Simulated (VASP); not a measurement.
A run of VASP 6.6.1 is set up as follows.

Contents of INCAR:

```
  PREC = Accurate
  ENCUT = 520
  EDIFF = 1E-6
  ISMEAR = 0
  SIGMA = 0.1
  LREAL = False
  LASPH = True
  NELM = 80
  ALGO = Fast
  ISIF = 2
  LWAVE = False
  LCHARG = False
  GGA = PE
  NBANDS = 70
```

File KPOINTS:

```
regular mesh
0
Gamma
  4 4 4
```

Contents of POSCAR:

```
BRu4
1.0
    5.1811500046      0.0000000000      0.0000000000
    0.0000000000      5.1811500046      0.0000000000
    0.0000000000      0.0000000000      5.1811500046
B Ru
2 8
Direct
    0.0000000000      0.0000000000      0.0000000000
    0.5000000000      0.5000000000      0.5000000000
    0.2503797901      0.2503797901      0.2503797901
    0.7496202099      0.7496202099      0.2503797901
    0.7496202099      0.2503797901      0.7496202099
    0.2503797901      0.7496202099      0.7496202099
    0.2503797901      0.2503797901      0.7496202099
    0.7496202099      0.7496202099      0.7496202099
    0.2503797901      0.7496202099      0.2503797901
    0.7496202099      0.2503797901      0.2503797901
```

Potentials or basis: VASP PAW PBE potentials, release 64 (B, Ru_pv).

Launch:

```bash
$ cat potpaw_PBE.64/B/POTCAR potpaw_PBE.64/Ru_pv/POTCAR > POTCAR
$ mpirun -np 1 vasp_std > vasp.out
```

(1) Estimate the band gap on the k mesh.

(2) What does it give for the pressure?

(3) Estimate the largest force.

Answers

(1) zero (bands 59 and 60 overlap by 1.64 eV).

(2) -0.4 GPa.

(3) 0.005 eV/Å.
